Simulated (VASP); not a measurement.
GaN, 2 atoms in the cell. It takes space group F-43m (No. 216, cubic). The conventional cell has a = 4.507 Å, b = 4.507 Å, c = 4.507 Å, α = 90.00°, β = 90.00°, γ = 90.00°. Within 2.6 Å of Ga (site symmetry -43m) lie 4 N at 1.95 Å. N (site symmetry -43m) has 4 Ga at 1.95 Å within 2.6 Å. 

- Program: VASP 6.6.1
- Task: relaxation of cell and atoms
- Functional: PBEsol
- Potentials or basis: VASP PAW PBE potentials, release 64 (Ga_d, N)
- Cutoff: 600 eV
- k mesh: 10 × 10 × 10
- Occupations: fermi-dirac, width 0.05 eV
- Spin: no spin polarisation
- Target pressure: 20 GPa
- Dipole correction: no
- Further INCAR settings: ALGO = Normal; EDIFF = 1e-06; IBRION = 2; EDIFFG = -0.01; NSW = 60; ISIF = 3

Potentials or basis: VASP PAW PBE potentials, release 64 (Ga_d, N).

The run is started by

```bash
$ cat potpaw_PBE.64/Ga_d/POTCAR potpaw_PBE.64/N/POTCAR > POTCAR
$ mpirun -np 1 vasp_std > vasp.out
```

Hardware: 1 thread of Intel Xeon 6975P-C (shared host).

How long does it take, and how much memory?

It took 57 s on 1 thread of Intel Xeon 6975P-C, on a shared host, peak memory 0.18 GiB. Counts: scf iterations 36, k points 47, ion steps 4.
